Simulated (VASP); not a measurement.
# SrVO3 (Pm-3m) in VASP: notebook

The runs below take SrVO3 through single point, with PBE.

Everything below comes from runs of VASP 6.6.1. Logs are shortened: lines on timing, memory, paths and dates and some standing lists are left out, and cuts for length are marked.

## 1. The cell of the first run

Symmetry: Pm-3m, No. 221, cubic system. Conventional cell: a = 3.841 Å, b = 3.841 Å, c = 3.841 Å, α = 90.00°, β = 90.00°, γ = 90.00°. Sr (site symmetry m-3m) has 12 O at 2.72 Å and 8 V at 3.33 Å within 3.6 Å. V (site symmetry m-3m) has 6 O at 1.92 Å within 2.5 Å. Within 2.5 Å of O (site symmetry 4/mmm) lie 2 V at 1.92 Å.

## 2. Single point, PBE, collinear spin, ferromagnetic start

The input, INCAR:

```
SYSTEM = SrVO3
  PREC = Accurate
  ENCUT = 520
  EDIFF = 1E-6
  ISMEAR = -1
  SIGMA = 0.05
  LREAL = .False.
  LASPH = .True.
  NELM = 150
  ALGO = Normal
  ISIF = 2
  LWAVE = .False.
  LCHARG = .True.
  ISPIN = 2
  MAGMOM = 0 2 0 0 0
  LORBIT = 11
  LMAXMIX = 4
  GGA = PE
  LELF = .True.
  LVHAR = .True.
  NBANDS = 32
```

The input, KPOINTS:

```
Automatic mesh
0
Gamma
  12 12 12
  0 0 0
```

The input, POSCAR:

```
SrVO3
1.0
    3.8409000000      0.0000000000      0.0000000000
    0.0000000000      3.8409000000      0.0000000000
    0.0000000000      0.0000000000      3.8409000000
Sr V O
1 1 3
Direct
    0.5000000000      0.5000000000      0.5000000000
    0.0000000000      0.0000000000      0.0000000000
    0.0000000000      0.0000000000      0.5000000000
    0.0000000000      0.5000000000      0.0000000000
    0.5000000000      0.0000000000      0.0000000000
```

Potentials or basis: VASP PAW PBE potentials, release 64 (Sr_sv, V_sv, O).

On the command line:

```
> cat potpaw_PBE.64/Sr_sv/POTCAR potpaw_PBE.64/V_sv/POTCAR potpaw_PBE.64/O/POTCAR > POTCAR
> mpirun -np 1 vasp_std > vasp.out
```

OUTCAR:

```text
SYSTEM = SrVO3
   PREC = Accurate
   ENCUT = 520
   EDIFF = 1E-6
   ISMEAR = -1
   LREAL = .False.
   LASPH = .True.
   NELM = 150
   ISIF = 2
   ISPIN = 2
   LORBIT = 11
   GGA = PE

 ion  position               nearest neighbor table
   1  0.500  0.500  0.500-   3 2.72   4 2.72   5 2.72   4 2.72   5 2.72   3 2.72   5 2.72   5 2.72
                             3 2.72   4 2.72   4 2.72   3 2.72   2 3.33   2 3.33   2 3.33   2 3.33
   2  0.000  0.000  0.000-   3 1.92   4 1.92   5 1.92   3 1.92   4 1.92   5 1.92   1 3.33   1 3.33
                             1 3.33   1 3.33   1 3.33   1 3.33   1 3.33   1 3.33
   3  0.000  0.000  0.500-   2 1.92   2 1.92   1 2.72   1 2.72   1 2.72   1 2.72
   4  0.000  0.500  0.000-   2 1.92   2 1.92   1 2.72   1 2.72   1 2.72   1 2.72
   5  0.500  0.000  0.000-   2 1.92   2 1.92   1 2.72   1 2.72   1 2.72   1 2.72

  LATTYP: Found a simple cubic cell.
 ALAT       =     3.8409000000

  Lattice vectors:

 A1 = (   3.8409000000,   0.0000000000,   0.0000000000)
 A2 = (   0.0000000000,   3.8409000000,   0.0000000000)
 A3 = (   0.0000000000,   0.0000000000,   3.8409000000)

Analysis of symmetry for initial positions (statically):
=====================================================================
 Subroutine PRICEL returns:
 Original cell was already a primitive cell.

 Routine SETGRP: Setting up the symmetry group for a
 simple cubic supercell.

 Subroutine GETGRP returns: Found 48 space group operations
 (whereof 48 operations were pure point group operations)
 out of a pool of 48 trial point group operations.

The static configuration has the point symmetry O_h .

Analysis of symmetry for dynamics (positions and initial velocities):
=====================================================================
 Subroutine PRICEL returns:
 Original cell was already a primitive cell.

 Routine SETGRP: Setting up the symmetry group for a
 simple cubic supercell.

 Subroutine GETGRP returns: Found 48 space group operations
 (whereof 48 operations were pure point group operations)
 out of a pool of 48 trial point group operations.

The dynamic configuration has the point symmetry O_h .

Analysis of structural, dynamic, and magnetic symmetry:
=====================================================================
 Subroutine PRICEL returns:
 Original cell was already a primitive cell.

 Routine SETGRP: Setting up the symmetry group for a
 simple cubic supercell.

 Subroutine GETGRP returns: Found 48 space group operations
 (whereof 48 operations were pure point group operations)
 out of a pool of 48 trial point group operations.

The overall configuration has the point symmetry O_h .

 Subroutine INISYM returns: Found 48 space group operations
 (whereof 48 operations are pure point group operations),
 and found     1 'primitive' translations

----------------------------------------------------------------------------------------

                                     Primitive cell

  volume of cell :      56.6629

  direct lattice vectors                    reciprocal lattice vectors
     3.840900000  0.000000000  0.000000000     0.260355646  0.000000000  0.000000000
     0.000000000  3.840900000  0.000000000     0.000000000  0.260355646  0.000000000
     0.000000000  0.000000000  3.840900000     0.000000000  0.000000000  0.260355646

  length of vectors
     3.840900000  3.840900000  3.840900000     0.260355646  0.260355646  0.260355646

  position of ions in fractional coordinates (direct lattice)
     0.500000000  0.500000000  0.500000000
     0.000000000  0.000000000  0.000000000
     0.000000000  0.000000000  0.500000000
     0.000000000  0.500000000  0.000000000
     0.500000000  0.000000000  0.000000000

  ion indices of the primitive-cell ions
   primitive index   ion index
                 1           1
                 2           2
                 3           3
                 4           4
                 5           5

----------------------------------------------------------------------------------------

 KPOINTS: Automatic mesh

Automatic generation of k-mesh.
 Grid dimensions read from file:
 generate k-points for:   12   12   12

 Generating k-lattice:

  Cartesian coordinates                     Fractional coordinates (reciprocal lattice)
     0.021696304  0.000000000  0.000000000     0.083333333  0.000000000  0.000000000
     0.000000000  0.021696304  0.000000000     0.000000000  0.083333333  0.000000000
     0.000000000  0.000000000  0.021696304     0.000000000  0.000000000  0.083333333

  Length of vectors
     0.021696304  0.021696304  0.021696304

  Shift w.r.t. Gamma in fractional coordinates (k-lattice)
     0.000000000  0.000000000  0.000000000

 Subroutine IBZKPT returns following result:
 ===========================================

 Found     84 irreducible k-points:

 Following reciprocal coordinates:
            Coordinates               Weight
  0.000000  0.000000  0.000000      1.000000
[... 32 lines left out ...]
   NFREE  =      0    steps in history (QN), initial steepest desc. (CG)
   ISIF   =      2    stress and relaxation
   ISYM   =      2    0-nonsym 1-usesym 2-fastsym
   POTIM  = 0.5000    time-step for ionic-motion
   TEBEG  =    0.0;   TEEND  =   0.0 temperature during run
   PSTRESS=    0.0 pullay stress
   NELECT =      41.0000    total number of electrons
   NUPDOWN=      -1.0000    fix difference up-down
   EMIN   =  10.00;   EMAX   =-10.00  energy-range for DOS
   EFERMI =   0.00;   METHOD = LEGACY
   ISMEAR =    -1;   SIGMA  =   0.05  broadening in eV -4-tet -1-fermi 0-gaus
   EFERMI_NEDOS =   21; number of points for ismear=-14 and -15
   IALGO  =     38    algorithm
   IMIX   =      4    mixing-type and parameters
     AMIX     =   0.40;   BMIX     =  1.00
     AMIX_MAG =   1.60;   BMIX_MAG =  1.00
  volume/ion in A,a.u.               =      11.33        76.48
  Fermi-wavevector in a.u.,A,eV,Ry     =   1.469726  2.777380 29.389880  2.160095
  Thomas-Fermi vector in A             =   2.585069
   LORBIT       =     11    0 simple, 1 ext, 2 COOP (PROOUT), +10 PAW based schemes
   GGA     = PE    functional components
   LHFCALC =     F    Hartree Fock is set to
   AEXX    =    0.0000 exact exchange contribution
   IVDW    =     0    specifies the selected vdW correction
   LEPSILON=     F    determine dielectric tensor
   LRPA    =     F    only Hartree local field effects (RPA)
 spin polarized calculation
  energy-cutoff  :      520.00
  volume of cell :       56.66
 maximum number of plane-waves:      1568
 NGX is ok and might be reduce to    30
   NGX = 15   NGY = 15   NGZ = 15

 number of electron      41.0000017 magnetization       0.0010016

 number of electron      41.0000017 magnetization      -0.0003740

 Free energy of the ion-electron system (eV)
  ---------------------------------------------------
  ext. energy  EPLUGINS =         0.00000000
  ---------------------------------------------------
  free energy    TOTEN  =       -39.27891293 eV

  energy without entropy =      -39.26837021  energy(sigma->0) =      -39.27364157

 E-fermi :   6.3385     XC(G=0): -11.5751

 val. band max:        6.3383165577   @ k =   0.3333   0.1667   0.1667
 cond. band min:       6.3613928081   @ k =   0.4167   0.1667   0.1667
 fundamental gap:      0.0230762504
 Fermi energy:         6.3385190779

 spin component 1

 k-point     1 :       0.0000    0.0000    0.0000
  band No.  band energies     occupation
      1     -59.5510      1.00000
      2     -33.3866      1.00000
      3     -33.3866      1.00000
      4     -33.3866      1.00000
      5     -28.2587      1.00000
      6     -13.4694      1.00000
[... 829 lines left out ...]
     31      15.5610      0.00000
     32      17.6637      0.00000

 [... further k-points ...]

 spin component 2

 k-point     1 :       0.0000    0.0000    0.0000
  band No.  band energies     occupation
      1     -59.5514      1.00000
      2     -33.3869      1.00000
      3     -33.3869      1.00000
      4     -33.3869      1.00000
      5     -28.2587      1.00000
      6     -13.4695      1.00000
[... 829 lines left out ...]
     31      15.5610      0.00000
     32      17.6637      0.00000

 [... further k-points ...]
[... 5 lines left out ...]
  --------------------------------------------------------------------------------------
  -------------------------------------------------------------------------------------
  Total        1.1660600      1.1660600      1.1660600      0.0000000      0.0000000     -0.0000000
  in kB       32.9710285     32.9710285     32.9710285      0.0000000      0.0000000     -0.0000000
  external PRESSURE =      32.9710285 kB  Pullay stress =       0.0000000 kB

 VOLUME and BASIS-vectors are now :
 -----------------------------------------------------------------------------
  energy-cutoff  :      520.00
  volume of cell :       56.66
      direct lattice vectors                 reciprocal lattice vectors
     3.840900000  0.000000000  0.000000000     0.260355646  0.000000000  0.000000000
     0.000000000  3.840900000  0.000000000     0.000000000  0.260355646  0.000000000
     0.000000000  0.000000000  3.840900000     0.000000000  0.000000000  0.260355646

 POSITION                                       TOTAL-FORCE (eV/Angst)
 -----------------------------------------------------------------------------------
      1.92045      1.92045      1.92045         0.000000      0.000000      0.000000
      0.00000      0.00000      0.00000         0.000000      0.000000      0.000000
      0.00000      0.00000      1.92045         0.000000      0.000000      0.000000
      0.00000      1.92045      0.00000         0.000000      0.000000      0.000000
      1.92045      0.00000      0.00000         0.000000      0.000000      0.000000
 -----------------------------------------------------------------------------------
    total drift:                                0.000000     -0.000000      0.000000

  FREE ENERGIE OF THE ION-ELECTRON SYSTEM (eV)
  ---------------------------------------------------
  free  energy   TOTEN  =       -39.2789129278 eV

  energy  without entropy=      -39.2683702096  energy(sigma->0) =      -39.27364157

 total charge

# of ion       s       p       d       tot
------------------------------------------
    1        2.000   5.803   0.219   8.021
    2        2.285   6.349   2.957  11.592
    3        1.565   3.482   0.000   5.047
    4        1.565   3.482   0.000   5.047
    5        1.565   3.482   0.000   5.047
--------------------------------------------------
tot          8.979  22.599   3.176  34.754

 magnetization (x)

# of ion       s       p       d       tot
------------------------------------------
    1       -0.000   0.000   0.000  -0.000
    2       -0.000  -0.000  -0.000  -0.000
    3        0.000   0.000   0.000   0.000
    4        0.000   0.000   0.000   0.000
    5        0.000   0.000   0.000   0.000
--------------------------------------------------
tot         -0.000   0.000  -0.000  -0.000
```

Wall time 4.7 min (1 thread of Intel Xeon Platinum 8375C at 2.90GHz (Ice Lake), shared host); peak memory 0.36 GiB.

Results:

* Free energy: -39.2789 eV
* Pressure: 3.3 GPa
* Net moment: 0.00 μB per cell
* Valence electrons inside the program's atomic spheres: Sr 8.02; V 11.59; O 5.05

Caveat: the cell stands under pressure; the moments typed at the start vanished in this run; semilocal functionals often make such compounds metallic where correlation or magnetic order opens a gap, which also shifts bond lengths.

## 3. Single point, PBE, collinear spin, ferromagnetic start

The input, INCAR:

```
SYSTEM = SrVO3
  PREC = Accurate
  ENCUT = 520
  EDIFF = 1E-6
  ISMEAR = -1
  SIGMA = 0.1
  LREAL = .FALSE.
  LASPH = .TRUE.
  NELM = 150
  ALGO = Normal
  ISIF = 2
  LWAVE = .FALSE.
  LCHARG = .FALSE.
  ISPIN = 2
  MAGMOM = 0 2 0 0 0
  LORBIT = 11
  LMAXMIX = 4
  GGA = PE
  NBANDS = 32
```

The input, KPOINTS:

```
Automatic mesh
0
G
  6 6 6
  0 0 0
```

POSCAR is that of step 2.

Potentials or basis: VASP PAW PBE potentials, release 64 (Sr_sv, V_sv, O).

On the command line:

```
> cat potpaw_PBE.64/Sr_sv/POTCAR potpaw_PBE.64/V_sv/POTCAR potpaw_PBE.64/O/POTCAR > POTCAR
> mpirun -np 1 vasp_std > vasp.out
```

It took 68 s on 1 thread of AMD EPYC 9R45 (Zen 5), shared host; peak memory 0.2 GiB.

Results (log left out):

| Item | Value |
| --- | --- |
| Free energy | -39.2891 eV |
| Pressure | 3.8 GPa |
| Net moment | 0.12 μB per cell |
| Site moments | Sr +0.00; V +0.12; O -0.00 μB |
| Valence electrons inside the program's atomic spheres | Sr 8.02; V 11.59; O 5.05 |

Levels at points of the mesh, in eV from the Fermi level:
Spin up:
| k point | band 17 | band 18 | band 19 | band 20 | band 21 | band 22 | band 23 | band 24 |
| --- | --- | --- | --- | --- | --- | --- | --- | --- |
| (0.00, 0.00, 0.00) | -3.18 | -2.34 | -2.34 | -2.34 | -0.96 | -0.96 | -0.96 | 1.32 |
| (0.50, 0.00, 0.00) | -4.51 | -4.04 | -2.79 | -2.79 | -0.83 | 0.98 | 0.98 | 1.33 |
| (0.50, 0.50, 0.00) | -4.05 | -3.56 | -3.56 | -2.05 | 0.96 | 0.96 | 1.31 | 2.35 |
| (0.50, 0.50, 0.50) | -5.85 | -1.96 | -1.96 | -1.96 | 1.54 | 1.54 | 1.54 | 5.29 |
Spin down:
| k point | band 17 | band 18 | band 19 | band 20 | band 21 | band 22 | band 23 | band 24 |
| --- | --- | --- | --- | --- | --- | --- | --- | --- |
| (0.00, 0.00, 0.00) | -3.18 | -2.35 | -2.35 | -2.35 | -0.82 | -0.82 | -0.82 | 1.38 |
| (0.50, 0.00, 0.00) | -4.48 | -4.04 | -2.79 | -2.79 | -0.69 | 1.10 | 1.10 | 1.40 |
| (0.50, 0.50, 0.00) | -4.04 | -3.56 | -3.56 | -2.06 | 1.08 | 1.08 | 1.44 | 2.41 |
| (0.50, 0.50, 0.50) | -5.83 | -1.96 | -1.96 | -1.96 | 1.67 | 1.67 | 1.67 | 5.29 |

Caveat: the cell stands under pressure; semilocal functionals often make such compounds metallic where correlation or magnetic order opens a gap, which also shifts bond lengths. With open d or f shells a metallic result of PBE can be an artefact of self-interaction; +U or a hybrid may open a gap.

## 4. Single point, PBE, collinear spin, ferromagnetic start

The input, INCAR:

```
PREC     = Accurate       # precision mode
ENCUT    = 520            # plane-wave cutoff, eV
EDIFF    = 1E-6           # SCF threshold, eV
ISMEAR   = -1             # smearing method
SIGMA    = 0.1            # smearing width, eV
LREAL    = F              # projectors in reciprocal space
LASPH    = T              # aspherical terms in the spheres
NELM     = 150            # most SCF steps
ALGO     = Normal         # electronic algorithm
ISIF     = 2              # what is computed and relaxed
LWAVE    = F              # write WAVECAR
LCHARG   = F              # write CHGCAR
ISPIN    = 2              # spin polarisation
MAGMOM   = 0 2 0 0 0      # initial moments
LORBIT   = 11             # projections on sites
LMAXMIX  = 4              # l up to which the mixer works
GGA      = PE             # functional
NBANDS   = 32             # bands
```

The input, KPOINTS:

```
Automatic mesh
0
Gamma
  8 8 8
```

POSCAR is that of step 3.

On the command line:

```
> cat potpaw_PBE.64/Sr_sv/POTCAR potpaw_PBE.64/V_sv/POTCAR potpaw_PBE.64/O/POTCAR > POTCAR
> mpirun -np 1 vasp_std > vasp.out
```

Wall time 95 s (1 thread of AMD EPYC 9R45 (Zen 5), shared host); peak memory 0.23 GiB.

Results (log left out):

```yaml
Free_energy: -39.2983 eV
Pressure: 3.4 GPa
Net_moment: 0.00 μB per cell
Valence_electrons_inside_the_program's_atomic_spheres: Sr 8.02; V 11.59; O 5.05
```

Levels at points of the mesh, in eV from the Fermi level:
Spin up:
```
           k point  band 16  band 17  band 18  band 19  band 20  band 21  band 22  band 23  band 24  band 25
(0.00, 0.00, 0.00)    -3.30    -3.30    -2.46    -2.46    -2.46    -1.00    -1.00    -1.00     1.24     1.24
(0.50, 0.00, 0.00)    -4.61    -4.61    -4.16    -2.91    -2.91    -0.87     0.93     0.93     1.26     3.55
(0.50, 0.50, 0.00)    -5.15    -4.16    -3.67    -3.67    -2.17     0.91     0.91     1.27     2.27     5.44
(0.50, 0.50, 0.50)    -5.96    -5.96    -2.07    -2.07    -2.07     1.50     1.50     1.50     5.18     5.18
```
Spin down:
```csv
k point,band 16,band 17,band 18,band 19,band 20,band 21,band 22,band 23,band 24,band 25
"(0.00, 0.00, 0.00)",-3.30,-3.30,-2.46,-2.46,-2.46,-0.99,-0.99,-0.99,1.24,1.24
"(0.50, 0.00, 0.00)",-4.61,-4.61,-4.16,-2.91,-2.91,-0.87,0.93,0.93,1.26,3.55
"(0.50, 0.50, 0.00)",-5.15,-4.16,-3.67,-3.67,-2.17,0.91,0.91,1.27,2.27,5.44
"(0.50, 0.50, 0.50)",-5.96,-5.96,-2.07,-2.07,-2.07,1.50,1.50,1.50,5.18,5.18
```

Caveat: the cell stands under pressure; the moments typed at the start vanished in this run; semilocal functionals often make such compounds metallic where correlation or magnetic order opens a gap, which also shifts bond lengths. With open d or f shells a metallic result of PBE can be an artefact of self-interaction; +U or a hybrid may open a gap.

## 5. Single point, PBE, collinear spin, ferromagnetic start

The input, INCAR:

```
SYSTEM = SrVO3
ALGO = Normal
EDIFF = 1E-7
ENCUT = 520
GGA = PE
ISIF = 2
ISMEAR = -1
ISPIN = 2
LASPH = .True.
LCHARG = .True.
LELF = .True.
LMAXMIX = 4
LORBIT = 11
LREAL = .False.
LVHAR = .True.
LWAVE = .False.
MAGMOM = 0 2 0 0 0
NBANDS = 32
NELM = 150
PREC = Accurate
SIGMA = 0.1
```

The input, KPOINTS:

```
k-points
0
Gamma
  10 10 10
  0 0 0
```

POSCAR is that of step 4.

On the command line:

```
> cat potpaw_PBE.64/Sr_sv/POTCAR potpaw_PBE.64/V_sv/POTCAR potpaw_PBE.64/O/POTCAR > POTCAR
> mpirun -np 1 vasp_std > vasp.out
```

Wall time 3.1 min (1 thread of AMD EPYC 9R45 (Zen 5), shared host); peak memory 0.27 GiB.

It converged, with:

| Property | Result |
| --- | --- |
| Free energy | -39.2938 eV |
| Pressure | 3.5 GPa |
| Net moment | 0.00 μB per cell |
| Valence electrons inside the program's atomic spheres | Sr 8.02; V 11.59; O 5.05 |

Levels at points of the mesh, in eV from the Fermi level:
Spin up:
```csv
k point,band 17,band 18,band 19,band 20,band 21,band 22,band 23,band 24
"(0.00, 0.00, 0.00)",-3.24,-2.41,-2.41,-2.41,-0.94,-0.94,-0.94,1.30
"(0.50, 0.00, 0.00)",-4.55,-4.11,-2.85,-2.85,-0.82,0.99,0.99,1.32
"(0.50, 0.50, 0.00)",-4.10,-3.62,-3.62,-2.12,0.96,0.96,1.33,2.33
"(0.50, 0.50, 0.50)",-5.90,-2.02,-2.02,-2.02,1.55,1.55,1.55,5.23
```
Spin down:
| k point | band 16 | band 17 | band 18 | band 19 | band 20 | band 21 | band 22 | band 23 | band 24 | band 25 |
| --- | --- | --- | --- | --- | --- | --- | --- | --- | --- | --- |
| (0.00, 0.00, 0.00) | -3.24 | -3.24 | -2.41 | -2.41 | -2.41 | -0.94 | -0.94 | -0.94 | 1.30 | 1.30 |
| (0.50, 0.00, 0.00) | -4.56 | -4.56 | -4.11 | -2.85 | -2.85 | -0.82 | 0.98 | 0.98 | 1.31 | 3.61 |
| (0.50, 0.50, 0.00) | -5.09 | -4.10 | -3.62 | -3.62 | -2.12 | 0.96 | 0.96 | 1.32 | 2.33 | 5.49 |
| (0.50, 0.50, 0.50) | -5.90 | -5.90 | -2.02 | -2.02 | -2.02 | 1.55 | 1.55 | 1.55 | 5.23 | 5.23 |

Caveat: the cell stands under pressure; the moments typed at the start vanished in this run; semilocal functionals often make such compounds metallic where correlation or magnetic order opens a gap, which also shifts bond lengths. With open d or f shells a metallic result of PBE can be an artefact of self-interaction; +U or a hybrid may open a gap.

## 6. Summary

```tsv
k mesh	smearing	gap on the mesh (eV)	pressure (GPa)	moment (μB)
12 × 12 × 12	fermi-dirac 0.05 eV	none	3.3	0.00
6 × 6 × 6	fermi-dirac 0.1 eV	none	3.8	0.12
8 × 8 × 8	fermi-dirac 0.1 eV	none	3.4	0.00
10 × 10 × 10	fermi-dirac 0.1 eV	none	3.5	0.00
```

Alike in all rows: task single point; level PBE; potentials or basis VASP PAW PBE potentials, release 64 (Sr_sv, V_sv, O); spin collinear, ferromagnetic start; cell as given; cutoff (eV) 520.

Caveats: the cell stands under pressure; semilocal functionals often make such compounds metallic where correlation or magnetic order opens a gap, which also shifts bond lengths; the moments typed at the start vanished in this run (at least some runs).

Absolute energies hang on the potentials; compare differences alone.

The gap in the log of VASP goes by the Fermi energy; the results here count the filled bands.